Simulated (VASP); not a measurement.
# CoO in VASP: further runs

CoO is run at these levels: PBE+U; tasks: single point.

Program: VASP 6.6.1. These are calculated values, not measurements. Logs are shortened: lines on timing, memory, paths and dates and some standing lists are left out, and cuts for length are marked.

## Step 1: The cell of the first run

It takes space group R-3m (No. 166, trigonal). Conventional cell: a = 3.011 Å, b = 3.011 Å, c = 7.320 Å, α = 90.00°, β = 90.00°, γ = 120.00°. Within 2.8 Å of Co (site symmetry -3m) lie 6 O at 2.12 Å. O (site symmetry -3m) has 6 Co at 2.12 Å within 2.8 Å.

## Step 2: Single point, PBE+U, collinear spin, ferromagnetic start

File POSCAR:

```
CoO
1.0
    1.5054695445      0.8691832468      2.4399269062
   -1.5054695445      0.8691832468      2.4399269062
    0.0000000000     -1.7383664936      2.4399269062
Co O
1 1
Direct
    0.0000000000      0.0000000000      0.0000000000
    0.5000000000      0.5000000000      0.5000000000
```

File INCAR.step1:

```
PREC = Accurate
ENCUT = 520
EDIFF = 1E-6
ISMEAR = 0
SIGMA = 0.05
LREAL = F
LASPH = T
NELM = 150
ALGO = Normal
ISIF = 2
LWAVE = F
LCHARG = T
ISPIN = 2
MAGMOM = 2.6 0.23
LMAXMIX = 4
LDAU = T
LDAUTYPE = 2
LDAUL = 2 -1
LDAUU = 3.32 0
LDAUJ = 0 0
LDAUPRINT = 1
GGA = PE
NBANDS = 18
```

File KPOINTS.step1:

```
Automatic mesh
0
Gamma
  12 12 12
```

File INCAR.step2:

```
PREC = Accurate
ENCUT = 520
EDIFF = 1E-6
ISMEAR = -5
SIGMA = 0.05
LREAL = F
LASPH = T
NELM = 150
ALGO = Normal
ISIF = 2
LWAVE = F
LCHARG = F
ISPIN = 2
MAGMOM = 2.6 0.23
LORBIT = 10
LMAXMIX = 4
LDAU = T
LDAUTYPE = 2
LDAUL = 2 -1
LDAUU = 3.32 0
LDAUJ = 0 0
LDAUPRINT = 1
GGA = PE
NEDOS = 2001
ICHARG = 11
```

File KPOINTS.step2:

```
Automatic mesh
0
Gamma
  18 18 18
```

Potentials or basis: VASP PAW PBE potentials, release 64 (Co, O).

Command:

```console
> cat potpaw_PBE.64/Co/POTCAR potpaw_PBE.64/O/POTCAR > POTCAR
> cp INCAR.step1 INCAR
> cp KPOINTS.step1 KPOINTS
> mpirun -np 1 vasp_std > vasp.out
> cp INCAR.step2 INCAR
> cp KPOINTS.step2 KPOINTS
> mpirun -np 1 vasp_std > vasp.out
```

OUTCAR:

```text
PREC = Accurate
   ENCUT = 520
   EDIFF = 1E-6
   ISMEAR = -5
   LREAL = F
   LASPH = T
   NELM = 150
   ISIF = 2
   ISPIN = 2
   LORBIT = 10
   GGA = PE
   ICHARG = 11

 ion  position               nearest neighbor table
   1  0.000  0.000  0.000-   2 2.12   2 2.12   2 2.12   2 2.12   2 2.12   2 2.12
   2  0.500  0.500  0.500-   1 2.12   1 2.12   1 2.12   1 2.12   1 2.12   1 2.12

  LATTYP: Found a trigonal (rhomboedric) cell.
 ALAT       =     2.9958573687
 COS(alpha) =     0.4949531368

  Lattice vectors:

 A1 = (   1.5054695445,   0.8691832468,   2.4399269062)
 A2 = (  -1.5054695445,   0.8691832468,   2.4399269062)
 A3 = (   0.0000000000,  -1.7383664936,   2.4399269062)

Analysis of symmetry for initial positions (statically):
=====================================================================
 Subroutine PRICEL returns:
 Original cell was already a primitive cell.

 Routine SETGRP: Setting up the symmetry group for a
 trigonal (rhombohedral) supercell.

 Subroutine GETGRP returns: Found 12 space group operations
 (whereof 12 operations were pure point group operations)
 out of a pool of 12 trial point group operations.

The static configuration has the point symmetry D_3d.

Analysis of symmetry for dynamics (positions and initial velocities):
=====================================================================
 Subroutine PRICEL returns:
 Original cell was already a primitive cell.

 Routine SETGRP: Setting up the symmetry group for a
 trigonal (rhombohedral) supercell.

 Subroutine GETGRP returns: Found 12 space group operations
 (whereof 12 operations were pure point group operations)
 out of a pool of 12 trial point group operations.

The dynamic configuration has the point symmetry D_3d.

Analysis of structural, dynamic, and magnetic symmetry:
=====================================================================
 Subroutine PRICEL returns:
 Original cell was already a primitive cell.

 Routine SETGRP: Setting up the symmetry group for a
 trigonal (rhombohedral) supercell.

 Subroutine GETGRP returns: Found 12 space group operations
 (whereof 12 operations were pure point group operations)
 out of a pool of 12 trial point group operations.

The overall configuration has the point symmetry D_3d.

 Subroutine INISYM returns: Found 12 space group operations
 (whereof 12 operations are pure point group operations),
 and found     1 'primitive' translations

----------------------------------------------------------------------------------------

                                     Primitive cell

  volume of cell :      19.1563

  direct lattice vectors                    reciprocal lattice vectors
     1.505469544  0.869183247  2.439926906     0.332122295  0.191750896  0.136616114
    -1.505469544  0.869183247  2.439926906    -0.332122295  0.191750896  0.136616114
     0.000000000 -1.738366494  2.439926906     0.000000000 -0.383501793  0.136616114

  length of vectors
     2.995857369  2.995857369  2.995857369     0.407108816  0.407108816  0.407108816

  position of ions in fractional coordinates (direct lattice)
     0.000000000  0.000000000  0.000000000
     0.500000000  0.500000000  0.500000000

  ion indices of the primitive-cell ions
   primitive index   ion index
                 1           1
                 2           2

----------------------------------------------------------------------------------------

 KPOINTS: Automatic mesh

Automatic generation of k-mesh.
 Grid dimensions read from file:
 generate k-points for:   18   18   18

 Generating k-lattice:

  Cartesian coordinates                     Fractional coordinates (reciprocal lattice)
     0.018451239  0.010652828  0.007589784     0.055555556  0.000000000  0.000000000
    -0.018451239  0.010652828  0.007589784     0.000000000  0.055555556  0.000000000
     0.000000000 -0.021305655  0.007589784     0.000000000  0.000000000  0.055555556

  Length of vectors
     0.022617156  0.022617156  0.022617156

  Shift w.r.t. Gamma in fractional coordinates (k-lattice)
     0.000000000  0.000000000  0.000000000

 TETIRR: Found   2916 inequivalent tetrahedra from    34992

 Subroutine IBZKPT returns following result:
 ===========================================

 Found    580 irreducible k-points:

 Following reciprocal coordinates:
            Coordinates               Weight
  0.000000  0.000000  0.000000      1.000000
  0.055556  0.000000 -0.000000      6.000000
  0.111111  0.000000 -0.000000      6.000000
  0.166667  0.000000 -0.000000      6.000000
  0.222222  0.000000  0.000000      6.000000
  0.277778  0.000000  0.000000      6.000000
[... 16 lines left out ...]
 -0.277778  0.055556 -0.000000     12.000000
 -0.222222  0.055556 -0.000000     12.000000
 [... further k-points ...]
   k-points           NKPTS =    580   k-points in BZ     NKDIM =    580   number of bands    NBANDS=     12
   number of dos      NEDOS =   2001   number of ions     NIONS =      2
   total plane-waves  NPLWV =  13824
   dimension x,y,z NGX =    24 NGY =   24 NGZ =   24
   dimension x,y,z NGXF=    48 NGYF=   48 NGZF=   48
   ions per type =               1   1
   NGX,Y,Z   is equivalent  to a cutoff of  13.32, 13.32, 13.32 a.u.
   NGXF,Y,Z  is equivalent  to a cutoff of  26.64, 26.64, 26.64 a.u.
 SYSTEM =  unknown system
   PREC   = accura    normal or accurate (medium, high low for compatibility)
   ISTART =      0    job   : 0-new  1-cont  2-samecut
   ICHARG =     11    charge: 1-file 2-atom 10-const
   ISPIN  =      2    spin polarized calculation?
   LNONCOLLINEAR =      F non collinear calculations
   LSORBIT =      F    spin-orbit coupling
   LASPH  =      T    aspherical Exc in radial PAW
   ENCUT  =  520.0 eV  38.22 Ry    6.18 a.u.   5.57  5.57  5.57*2*pi/ulx,y,z
   NELM   =    150;   NELMIN=  2; NELMDL=  0     # of ELM steps
   EDIFF  = 0.1E-05   stopping-criterion for ELM
   LREAL  =      F    real-space projection
   EDIFFG = 0.1E-04   stopping-criterion for IOM
   NSW    =      0    number of steps for IOM
   IBRION =     -1    ionic relax: 0-MD 1-quasi-New 2-CG
   NFREE  =      0    steps in history (QN), initial steepest desc. (CG)
   ISIF   =      2    stress and relaxation
   ISYM   =      2    0-nonsym 1-usesym 2-fastsym
   POTIM  = 0.5000    time-step for ionic-motion
   TEBEG  =    0.0;   TEEND  =   0.0 temperature during run
   PSTRESS=    0.0 pullay stress
   NELECT =      15.0000    total number of electrons
   NUPDOWN=      -1.0000    fix difference up-down
   EMIN   =  10.00;   EMAX   =-10.00  energy-range for DOS
   EFERMI =   0.00;   METHOD = LEGACY
   ISMEAR =    -5;   SIGMA  =   0.05  broadening in eV -4-tet -1-fermi 0-gaus
   EFERMI_NEDOS =   21; number of points for ismear=-14 and -15
   IALGO  =     38    algorithm
   IMIX   =      4    mixing-type and parameters
     AMIX     =   0.40;   BMIX     =  1.00
     AMIX_MAG =   1.60;   BMIX_MAG =  1.00
  volume/ion in A,a.u.               =       9.58        64.64
  Fermi-wavevector in a.u.,A,eV,Ry     =   1.508927  2.851458 30.978555  2.276860
  Thomas-Fermi vector in A             =   2.619316
   LORBIT       =     10    0 simple, 1 ext, 2 COOP (PROOUT), +10 PAW based schemes
 LDA+U is selected, type is set to LDAUTYPE =  2
   angular momentum for each species LDAUL =     2   -1
   U (eV)           for each species LDAUU =   3.3  0.0
   J (eV)           for each species LDAUJ =   0.0  0.0
   GGA     = PE    functional components
   LHFCALC =     F    Hartree Fock is set to
   AEXX    =    0.0000 exact exchange contribution
   IVDW    =     0    specifies the selected vdW correction
   LEPSILON=     F    determine dielectric tensor
   LRPA    =     F    only Hartree local field effects (RPA)
 spin polarized calculation
 Fermi weights with tetrahedron method with Bloechl corrections
  energy-cutoff  :      520.00
  volume of cell :       19.16
 maximum number of plane-waves:       534

atom =   1  type =  1  l = 2

 onsite density matrix

spin component  1

  0.9838 -0.0000 -0.0000 -0.0208 -0.0000
 -0.0000  0.9982 -0.0000 -0.0000 -0.0208
 -0.0000 -0.0000  0.9667 -0.0000  0.0000
 -0.0208 -0.0000 -0.0000  0.9982  0.0000
 -0.0000 -0.0208  0.0000  0.0000  0.9838

spin component  2

  0.4679  0.0000  0.0000  0.1223 -0.0000
  0.0000  0.1734  0.0000  0.0000  0.1223
  0.0000  0.0000  0.9580  0.0000  0.0000
  0.1223  0.0000  0.0000  0.1734  0.0000
 -0.0000  0.1223  0.0000  0.0000  0.4679

 occupancies and eigenvectors

  o =  0.1293  v =  0.0000  0.0000  0.0000  0.0000  0.0000  0.3397 -0.0000 -0.0000 -0.9405  0.0000      0.0000  0.0000  0.0000  0.0000  0.0000  0.0000  0.0000  0.0000  0.0000  0.0000
  o =  0.1293  v =  0.0000  0.0000  0.0000  0.0000  0.0000  0.0000  0.9405  0.0000 -0.0000 -0.3397      0.0000  0.0000  0.0000  0.0000  0.0000  0.0000  0.0000  0.0000  0.0000  0.0000
  o =  0.5120  v =  0.0000  0.0000  0.0000  0.0000  0.0000  0.9405  0.0000 -0.0000  0.3397  0.0000      0.0000  0.0000  0.0000  0.0000  0.0000  0.0000  0.0000  0.0000  0.0000  0.0000
  o =  0.5120  v =  0.0000  0.0000  0.0000  0.0000  0.0000  0.0000 -0.3397  0.0000  0.0000 -0.9405      0.0000  0.0000  0.0000  0.0000  0.0000  0.0000  0.0000  0.0000  0.0000  0.0000
  o =  0.9580  v =  0.0000  0.0000  0.0000  0.0000  0.0000  0.0000  0.0000  1.0000  0.0000  0.0000      0.0000  0.0000  0.0000  0.0000  0.0000  0.0000  0.0000  0.0000  0.0000  0.0000
  o =  0.9667  v =  0.0000 -0.0000  1.0000  0.0000 -0.0000  0.0000  0.0000  0.0000  0.0000  0.0000      0.0000  0.0000  0.0000  0.0000  0.0000  0.0000  0.0000  0.0000  0.0000  0.0000
  o =  0.9690  v =  0.8150 -0.0000 -0.0000  0.5794 -0.0000  0.0000  0.0000  0.0000  0.0000  0.0000      0.0000  0.0000  0.0000  0.0000  0.0000  0.0000  0.0000  0.0000  0.0000  0.0000
  o =  0.9690  v = -0.0000 -0.5794 -0.0000 -0.0000 -0.8150  0.0000  0.0000  0.0000  0.0000  0.0000      0.0000  0.0000  0.0000  0.0000  0.0000  0.0000  0.0000  0.0000  0.0000  0.0000
  o =  1.0130  v = -0.5794 -0.0000  0.0000  0.8150  0.0000  0.0000  0.0000  0.0000  0.0000  0.0000      0.0000  0.0000  0.0000  0.0000  0.0000  0.0000  0.0000  0.0000  0.0000  0.0000
  o =  1.0130  v = -0.0000  0.8150 -0.0000  0.0000 -0.5794  0.0000  0.0000  0.0000  0.0000  0.0000      0.0000  0.0000  0.0000  0.0000  0.0000  0.0000  0.0000  0.0000  0.0000  0.0000

 number of electron      15.0000005 magnetization       3.0000069

 Free energy of the ion-electron system (eV)
  ---------------------------------------------------
  ext. energy  EPLUGINS =         0.00000000
  ---------------------------------------------------
  free energy    TOTEN  =       -11.48625250 eV

  energy without entropy =      -11.48625250  energy(sigma->0) =      -11.48625250

 E-fermi :   7.8281     XC(G=0): -12.4297

 val. band max:        7.8357591239   @ k =   0.5000  -0.0000   0.0000
 cond. band min:       7.8077466658   @ k =   0.2778   0.2778   0.2778
 fundamental gap:     -0.0280124581
 Fermi energy:         7.8281160657

 spin component 1

 k-point     1 :       0.0000    0.0000    0.0000
  band No.  band energies     occupation
      1     -12.0619      1.00000
      2       2.9156      1.00000
      3       2.9156      1.00000
      4       3.1146      1.00000
      5       3.1146      1.00000
      6       3.8158      1.00000
      7       5.0602      1.00000
      8       5.0602      1.00000
      9       5.1377      1.00000
     10       9.1357      0.00000
     11      24.9642      0.00000
     12      25.1592      0.00000
[... 695 lines left out ...]
 k-point    24 :      -0.2222    0.0556   -0.0000
  band No.  band energies     occupation
      1     -11.0440      1.00000
      2       2.5717      1.00000
      3       4.3136      1.00000
      4       4.5498      1.00000
      5       5.8806      1.00000
      6       7.4131      1.00000
      7       7.6537      1.04193
      8      10.2284      0.00000
      9      10.7622      0.00000
     10      12.4707      0.00000
     11      20.3374      0.00000
     12      23.7648      0.00000

 [... further k-points ...]

------------------------ aborting loop because EDIFF is reached ----------------------------------------

  FORCE on cell =-STRESS in cart. coord.  units (eV):
  Direction    XX          YY          ZZ          XY          YZ          ZX
  --------------------------------------------------------------------------------------
  -------------------------------------------------------------------------------------
  Total        0.2816982      0.2816982      0.1023139      0.0000000      0.0000000      0.0000000
  in kB       23.5604360     23.5604360      8.5572414      0.0000000      0.0000000      0.0000000
  external PRESSURE =      18.5593711 kB  Pullay stress =       0.0000000 kB

 VOLUME and BASIS-vectors are now :
 -----------------------------------------------------------------------------
  energy-cutoff  :      520.00
  volume of cell :       19.16
      direct lattice vectors                 reciprocal lattice vectors
     1.505469544  0.869183247  2.439926906     0.332122295  0.191750896  0.136616114
    -1.505469544  0.869183247  2.439926906    -0.332122295  0.191750896  0.136616114
     0.000000000 -1.738366494  2.439926906     0.000000000 -0.383501793  0.136616114

 POSITION                                       TOTAL-FORCE (eV/Angst)
 -----------------------------------------------------------------------------------
      0.00000      0.00000      0.00000         0.000000      0.000000      0.000000
      0.00000      0.00000      3.65989         0.000000     -0.000000     -0.000000
 -----------------------------------------------------------------------------------
    total drift:                               -0.000000      0.000000      0.000000

  FREE ENERGIE OF THE ION-ELECTRON SYSTEM (eV)
  ---------------------------------------------------
  free  energy   TOTEN  =       -11.4862524967 eV

  energy  without entropy=      -11.4862524967  energy(sigma->0) =      -11.48625250

 total charge

# of ion       s       p       d       tot
------------------------------------------
    1        0.301   0.369   7.147   7.817
    2        1.553   3.453   0.000   5.006
--------------------------------------------------
tot          1.853   3.822   7.147  12.823

 magnetization (x)

# of ion       s       p       d       tot
------------------------------------------
    1        0.021   0.017   2.688   2.726
    2        0.023   0.231   0.000   0.254
--------------------------------------------------
tot          0.044   0.248   2.688   2.980
```

Wall time 94 s (1 thread of Intel Xeon 6975P-C (Granite Rapids), shared host); peak memory 0.33 GiB.

What came out:

```
Net moment                                            : 3.00 μB per cell
Site moments                                          : Co +2.73; O +0.25 μB
Valence electrons inside the program's atomic spheres : Co 7.82; O 5.01
```

Levels at points of the mesh, in eV from the Fermi level:
Spin up:
```tsv
k point	band 6	band 7	band 8	band 9	band 10	band 11	band 12
(0.00, 0.00, 0.00)	-4.01	-2.77	-2.77	-2.69	1.31	17.14	17.33
(0.50, 0.00, 0.00)	-3.55	-3.00	-0.45	-0.40	5.34	9.64	13.64
(0.50, 0.50, 0.00)	-3.96	-3.95	-3.80	-3.25	6.08	10.21	11.12
(0.50, 0.50, 0.50)	-4.08	-2.51	-0.43	-0.43	5.32	9.76	13.54
```
Spin down:
```tsv
k point	band 2	band 3	band 4	band 5	band 6	band 7	band 8	band 9	band 10	band 11
(0.00, 0.00, 0.00)	-2.56	-2.27	-2.27	-2.23	-0.90	-0.90	1.49	1.49	1.85	17.01
(0.50, 0.00, 0.00)	-7.38	-4.25	-3.97	-1.42	0.01	0.52	3.84	3.94	5.62	10.47
(0.50, 0.50, 0.00)	-6.15	-3.56	-3.51	-2.82	-0.54	0.27	2.07	2.37	7.05	10.63
(0.50, 0.50, 0.50)	-7.60	-4.23	-4.23	-1.08	0.40	0.40	3.82	3.82	5.60	10.50
```

Eigenvalues of the final occupation matrices:
| site | spin | trace | eigenvalues |
| --- | --- | --- | --- |
| site 1 d | 1 | 4.93 | 0.97 0.97 0.97 1.01 1.01 |
| site 1 d | 2 | 2.24 | 0.13 0.13 0.51 0.51 0.96 |

Caveat: a cell with one magnetic atom can't hold antiferromagnetic order, which such compounds often take; tetrahedron occupations give inexact forces and stress in metals.

(Continued in part 2 of 2.)
